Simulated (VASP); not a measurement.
# CO2 (I-42d) in VASP: further runs

CO2 is run at these levels: PBE; tasks: single point.

Program: VASP 6.6.1. These are calculated values, not measurements. Logs are shortened: lines on timing, memory, paths and dates and some standing lists are left out, and cuts for length are marked.

### Step 1. The cell of the first run

Symmetry: I-42d, No. 122, tetragonal system. Conventional cell: a = 3.804 Å, b = 3.804 Å, c = 5.775 Å, α = 90.00°, β = 90.00°, γ = 90.00°. C (site symmetry -4) has 4 O at 1.38 Å within 1.8 Å. Within 1.8 Å of O (site symmetry 2) lie 2 C at 1.38 Å.

### Step 2. Single point, PBE (strain -2.7%)

File INCAR:

```
PREC = Accurate
ENCUT = 520
EDIFF = 1E-6
ISMEAR = -1
SIGMA = 0.02
LREAL = F
LASPH = T
NELM = 100
ALGO = Normal
ISIF = 2
LWAVE = F
LCHARG = F
GGA = PE
NBANDS = 25
```

File KPOINTS:

```
regular mesh
0
Gamma
  10 10 10
```

File POSCAR:

```
CO2
1.0
   -1.9022282532      1.9022282532      2.8875102868
    1.9022282532     -1.9022282532      2.8875102868
    1.9022282532      1.9022282532     -2.8875102868
C O
2 4
Direct
    0.0000000000      0.0000000000      0.0000000000
    0.7500000000      0.2500000000      0.5000000000
    0.3750000000      0.3043005097      0.4293005097
    0.6956994903      0.1250000000      0.0706994903
    0.8750000000      0.9456994903      0.5706994903
    0.0543005097      0.6250000000      0.9293005097
```

Potentials or basis: VASP PAW PBE potentials, release 64 (C, O).

The run is started by

```console
$ cat potpaw_PBE.64/C/POTCAR potpaw_PBE.64/O/POTCAR > POTCAR
$ mpirun -np 1 vasp_std > vasp.out
```

OUTCAR:

```text
PREC = Accurate
   ENCUT = 520
   EDIFF = 1E-6
   ISMEAR = -1
   LREAL = F
   LASPH = T
   NELM = 100
   ISIF = 2
   GGA = PE

 ion  position               nearest neighbor table
   1  0.000  0.000  0.000-   3 1.38   5 1.38   6 1.38   4 1.38
   2  0.750  0.250  0.500-   3 1.38   4 1.38   6 1.38   5 1.38
   3  0.375  0.304  0.429-   1 1.38   2 1.38
   4  0.696  0.125  0.071-   2 1.38   1 1.38
   5  0.875  0.946  0.571-   1 1.38   2 1.38
   6  0.054  0.625  0.929-   1 1.38   2 1.38

  LATTYP: Found a body centered tetragonal cell.
 ALAT       =     3.8044565064
 C/A-ratio  =     1.5179620437

  Lattice vectors:

 A1 = (  -1.9022282532,   1.9022282532,   2.8875102868)
 A2 = (   1.9022282532,  -1.9022282532,   2.8875102868)
 A3 = (   1.9022282532,   1.9022282532,  -2.8875102868)

Analysis of symmetry for initial positions (statically):
=====================================================================
 Subroutine PRICEL returns:
 Original cell was already a primitive cell.

 Routine SETGRP: Setting up the symmetry group for a
 body centered tetragonal supercell.

 Subroutine GETGRP returns: Found  8 space group operations
 (whereof  4 operations were pure point group operations)
 out of a pool of 16 trial point group operations.

The static configuration has the point symmetry S_4 .
 The point group associated with its full space group is D_2d.

Analysis of symmetry for dynamics (positions and initial velocities):
=====================================================================
 Subroutine PRICEL returns:
 Original cell was already a primitive cell.

 Routine SETGRP: Setting up the symmetry group for a
 body centered tetragonal supercell.

 Subroutine GETGRP returns: Found  8 space group operations
 (whereof  4 operations were pure point group operations)
 out of a pool of 16 trial point group operations.

The dynamic configuration has the point symmetry S_4 .
 The point group associated with its full space group is D_2d.

 Subroutine INISYM returns: Found  8 space group operations
 (whereof  4 operations are pure point group operations),
 and found     1 'primitive' translations

----------------------------------------------------------------------------------------

                                     Primitive cell

  volume of cell :      41.7935

  direct lattice vectors                    reciprocal lattice vectors
    -1.902228253  1.902228253  2.887510287     0.000000000  0.262849634  0.173159556
     1.902228253 -1.902228253  2.887510287     0.262849634  0.000000000  0.173159556
     1.902228253  1.902228253 -2.887510287     0.262849634  0.262849634  0.000000000

  length of vectors
     3.946474415  3.946474415  3.946474415     0.314760484  0.314760484  0.371725517

  position of ions in fractional coordinates (direct lattice)
     0.000000000  0.000000000  0.000000000
     0.750000000  0.250000000  0.500000000
     0.375000000  0.304300510  0.429300510
     0.695699490  0.125000000  0.070699490
     0.875000000  0.945699490  0.570699490
     0.054300510  0.625000000  0.929300510

  ion indices of the primitive-cell ions
   primitive index   ion index
                 1           1
                 2           2
                 3           3
                 4           4
                 5           5
                 6           6

----------------------------------------------------------------------------------------

 KPOINTS: regular mesh

Automatic generation of k-mesh.
 Grid dimensions read from file:
 generate k-points for:   10   10   10

 Generating k-lattice:

  Cartesian coordinates                     Fractional coordinates (reciprocal lattice)
     0.000000000  0.026284963  0.017315956     0.100000000 -0.000000000  0.000000000
     0.026284963  0.000000000  0.017315956    -0.000000000  0.100000000  0.000000000
     0.026284963  0.026284963  0.000000000     0.000000000  0.000000000  0.100000000

  Length of vectors
     0.031476048  0.031476048  0.037172552

  Shift w.r.t. Gamma in fractional coordinates (k-lattice)
     0.000000000  0.000000000  0.000000000

 Subroutine IBZKPT returns following result:
 ===========================================

 Found    102 irreducible k-points:

 Following reciprocal coordinates:
            Coordinates               Weight
  0.000000  0.000000  0.000000      1.000000
  0.100000  0.000000 -0.000000      8.000000
  0.200000  0.000000 -0.000000      8.000000
  0.300000  0.000000  0.000000      8.000000
  0.400000  0.000000  0.000000      8.000000
  0.500000  0.000000  0.000000      4.000000
[... 16 lines left out ...]
  0.300000  0.300000  0.000000      8.000000
  0.400000  0.300000  0.000000     16.000000
 [... further k-points ...]
   k-points           NKPTS =    102   k-points in BZ     NKDIM =    102   number of bands    NBANDS=     25
   number of dos      NEDOS =    301   number of ions     NIONS =      6
   total plane-waves  NPLWV =  27000
   dimension x,y,z NGX =    30 NGY =   30 NGZ =   30
   dimension x,y,z NGXF=    60 NGYF=   60 NGZF=   60
   ions per type =               2   4
   NGX,Y,Z   is equivalent  to a cutoff of  12.64, 12.64, 12.64 a.u.
   NGXF,Y,Z  is equivalent  to a cutoff of  25.28, 25.28, 25.28 a.u.
 SYSTEM =  unknown system
   PREC   = accura    normal or accurate (medium, high low for compatibility)
   ISTART =      0    job   : 0-new  1-cont  2-samecut
   ICHARG =      2    charge: 1-file 2-atom 10-const
   ISPIN  =      1    spin polarized calculation?
   LNONCOLLINEAR =      F non collinear calculations
   LSORBIT =      F    spin-orbit coupling
   LASPH  =      T    aspherical Exc in radial PAW
   ENCUT  =  520.0 eV  38.22 Ry    6.18 a.u.   7.34  7.34  7.34*2*pi/ulx,y,z
   NELM   =    100;   NELMIN=  2; NELMDL= -5     # of ELM steps
   EDIFF  = 0.1E-05   stopping-criterion for ELM
   LREAL  =      F    real-space projection
   EDIFFG = 0.1E-04   stopping-criterion for IOM
   NSW    =      0    number of steps for IOM
   IBRION =     -1    ionic relax: 0-MD 1-quasi-New 2-CG
   NFREE  =      0    steps in history (QN), initial steepest desc. (CG)
   ISIF   =      2    stress and relaxation
   ISYM   =      2    0-nonsym 1-usesym 2-fastsym
   POTIM  = 0.5000    time-step for ionic-motion
   TEBEG  =    0.0;   TEEND  =   0.0 temperature during run
   PSTRESS=    0.0 pullay stress
   NELECT =      32.0000    total number of electrons
   NUPDOWN=      -1.0000    fix difference up-down
   EMIN   =  10.00;   EMAX   =-10.00  energy-range for DOS
   EFERMI =   0.00;   METHOD = LEGACY
   ISMEAR =    -1;   SIGMA  =   0.02  broadening in eV -4-tet -1-fermi 0-gaus
   EFERMI_NEDOS =   21; number of points for ismear=-14 and -15
   IALGO  =     38    algorithm
   IMIX   =      4    mixing-type and parameters
     AMIX     =   0.40;   BMIX     =  1.00
     AMIX_MAG =   1.60;   BMIX_MAG =  1.00
  volume/ion in A,a.u.               =       6.97        47.01
  Fermi-wavevector in a.u.,A,eV,Ry     =   1.497690  2.830223 30.518888  2.243075
  Thomas-Fermi vector in A             =   2.609545
   LORBIT       =      0    0 simple, 1 ext, 2 COOP (PROOUT), +10 PAW based schemes
   GGA     = PE    functional components
   LHFCALC =     F    Hartree Fock is set to
   AEXX    =    0.0000 exact exchange contribution
   IVDW    =     0    specifies the selected vdW correction
   LEPSILON=     F    determine dielectric tensor
   LRPA    =     F    only Hartree local field effects (RPA)
 non-spin polarized calculation
  energy-cutoff  :      520.00
  volume of cell :       41.79
 maximum number of plane-waves:      1136
 NGX is ok and might be reduce to    30
   NGX = 15   NGY = 15   NGZ = 15

 number of electron      32.0000006 magnetization

 Free energy of the ion-electron system (eV)
  ---------------------------------------------------
  ext. energy  EPLUGINS =         0.00000000
  ---------------------------------------------------
  free energy    TOTEN  =       -43.05919734 eV

  energy without entropy =      -43.05919734  energy(sigma->0) =      -43.05919734

 E-fermi :   3.9561     XC(G=0): -11.7759

 val. band max:        3.4676059621   @ k =   0.5000   0.0000   0.0000
 cond. band min:      11.2073457621   @ k =   0.0000   0.0000   0.0000
 fundamental gap:      7.7397398000
 Fermi energy:         3.9560765158

 k-point     1 :       0.0000    0.0000    0.0000
  band No.  band energies     occupation
      1     -21.4457      2.00000
      2     -15.8921      2.00000
      3     -15.8921      2.00000
      4     -14.9986      2.00000
      5     -11.2550      2.00000
      6      -6.7004      2.00000
[... 17 lines left out ...]
     24      19.2876      0.00000
     25      19.2876      0.00000

 k-point     2 :       0.1000    0.0000   -0.0000
  band No.  band energies     occupation
      1     -21.3720      2.00000
      2     -16.0455      2.00000
      3     -15.9158      2.00000
      4     -15.1194      2.00000
      5     -11.0367      2.00000
      6      -6.6821      2.00000
[... 17 lines left out ...]
     24      19.2859      0.00000
     25      19.3617      0.00000

 k-point     3 :       0.2000    0.0000   -0.0000
  band No.  band energies     occupation
      1     -21.1589      2.00000
      2     -16.5257      2.00000
      3     -15.9703      2.00000
      4     -15.3070      2.00000
      5     -10.5497      2.00000
      6      -6.6539      2.00000
[... 17 lines left out ...]
     24      19.1727      0.00000
     25      19.4490      0.00000

 k-point     4 :       0.3000    0.0000    0.0000
  band No.  band energies     occupation
      1     -20.8363      2.00000
      2     -17.1902      2.00000
      3     -16.0241      2.00000
      4     -15.4442      2.00000
      5     -10.0633      2.00000
      6      -6.6070      2.00000
[... 17 lines left out ...]
     24      19.0104      0.00000
     25      19.2990      0.00000

 k-point     5 :       0.4000    0.0000    0.0000
  band No.  band energies     occupation
      1     -20.4863      2.00000
      2     -17.7965      2.00000
      3     -16.0572      2.00000
      4     -15.5371      2.00000
      5      -9.7439      2.00000
      6      -6.5412      2.00000
[... 17 lines left out ...]
     24      18.9156      0.00000
     25      19.2497      0.00000

 k-point     6 :       0.5000    0.0000    0.0000
  band No.  band energies     occupation
      1     -20.3104      2.00000
      2     -18.0649      2.00000
      3     -16.0673      2.00000
      4     -15.5721      2.00000
      5      -9.6383      2.00000
      6      -6.5086      2.00000
[... 17 lines left out ...]
     24      18.6399      0.00000
     25      19.5929      0.00000
[... 393 lines left out ...]
 k-point    21 :      -0.3000    0.2000    0.0000
  band No.  band energies     occupation
      1     -20.7961      2.00000
      2     -17.2147      2.00000
      3     -16.0478      2.00000
      4     -15.4350      2.00000
      5     -10.0250      2.00000
      6      -7.3103      2.00000
[... 17 lines left out ...]
     24      18.7071      0.00000
     25      19.9411      0.00000

 k-point    22 :      -0.2000    0.2000    0.0000
  band No.  band energies     occupation
      1     -21.0511      2.00000
      2     -16.7656      2.00000
      3     -15.9932      2.00000
      4     -15.2795      2.00000
      5     -10.4423      2.00000
      6      -7.1942      2.00000
[... 17 lines left out ...]
     24      18.9236      0.00000
     25      20.0619      0.00000

 k-point    23 :       0.3000    0.3000    0.0000
  band No.  band energies     occupation
      1     -20.0043      2.00000
      2     -18.3058      2.00000
      3     -16.2259      2.00000
      4     -15.7888      2.00000
      5      -9.0013      2.00000
      6      -7.0798      2.00000
[... 17 lines left out ...]
     24      18.6730      0.00000
     25      19.5895      0.00000

 k-point    24 :       0.4000    0.3000    0.0000
  band No.  band energies     occupation
      1     -19.7456      2.00000
      2     -18.6162      2.00000
      3     -16.1997      2.00000
      4     -15.8489      2.00000
      5      -8.8274      2.00000
      6      -7.3945      2.00000
[... 17 lines left out ...]
     24      18.7510      0.00000
     25      19.8556      0.00000

 [... further k-points ...]

------------------------ aborting loop because EDIFF is reached ----------------------------------------

  FORCE on cell =-STRESS in cart. coord.  units (eV):
  Direction    XX          YY          ZZ          XY          YZ          ZX
  --------------------------------------------------------------------------------------
  -------------------------------------------------------------------------------------
  Total        6.4625716      6.4625716      7.2751574      0.0000000     -0.0000000      0.0000000
  in kB      247.7462929    247.7462929    278.8972218      0.0000000     -0.0000000      0.0000000
  external PRESSURE =     258.1299359 kB  Pullay stress =       0.0000000 kB

 VOLUME and BASIS-vectors are now :
 -----------------------------------------------------------------------------
  energy-cutoff  :      520.00
  volume of cell :       41.79
      direct lattice vectors                 reciprocal lattice vectors
    -1.902228253  1.902228253  2.887510287     0.000000000  0.262849634  0.173159556
     1.902228253 -1.902228253  2.887510287     0.262849634  0.000000000  0.173159556
     1.902228253  1.902228253 -2.887510287     0.262849634  0.262849634  0.000000000

 POSITION                                       TOTAL-FORCE (eV/Angst)
 -----------------------------------------------------------------------------------
      0.00000      0.00000      0.00000        -0.000000      0.000000     -0.000000
      0.00000      1.90223      1.44376        -0.000000      0.000000      0.000000
      0.68214      0.95111      0.72188         0.390580      0.000000      0.000000
     -0.95111      1.22009      2.16563        -0.000000     -0.390580     -0.000000
      1.22009      0.95111      3.60939        -0.390580      0.000000     -0.000000
      2.85334      0.68214     -0.72188        -0.000000      0.390580      0.000000
 -----------------------------------------------------------------------------------
    total drift:                               -0.000001     -0.000001     -0.000001

  FREE ENERGIE OF THE ION-ELECTRON SYSTEM (eV)
  ---------------------------------------------------
  free  energy   TOTEN  =       -43.0591973385 eV

  energy  without entropy=      -43.0591973385  energy(sigma->0) =      -43.05919734
```

Wall time 1.7 min (1 thread of Intel Xeon 6975P-C (Granite Rapids), shared host); peak memory 0.21 GiB.

Results:

- Free energy: -43.0592 eV
- Pressure: 25.8 GPa
- Largest force: 0.391 eV/Å
- Band gap on the k mesh: 7.74 eV (least direct gap 8.02 eV)

Forces in eV/Å, atoms in the order of the input:
```
C    0.000  0.000  0.000
C    0.000  0.000  0.000
O    0.391  0.000  0.000
O    0.000 -0.391  0.000
O   -0.391  0.000  0.000
O    0.000  0.391  0.000
```

Levels at points of the mesh, in eV from the valence-band top:
```
           k point  band 13  band 14  band 15  band 16  band 17  band 18  band 19  band 20
(0.00, 0.00, 0.00)    -1.63    -0.81    -0.81    -0.28     7.74    10.18    10.18    10.44
(0.50, 0.00, 0.00)    -1.78    -1.55    -0.47     0.00     8.95     9.97    10.76    10.89
(0.50, 0.50, 0.00)    -0.66    -0.66    -0.62    -0.62     9.70     9.70    10.48    10.48
(0.50, 0.50, 0.50)    -2.99    -2.99    -0.11    -0.11     9.22     9.22    11.26    11.26
```

Caveat: the cell differs from its parent crystal (strain -2.7%); the cell stands under pressure. A k mesh can miss the band edges.

(Continued in part 2 of 2.)
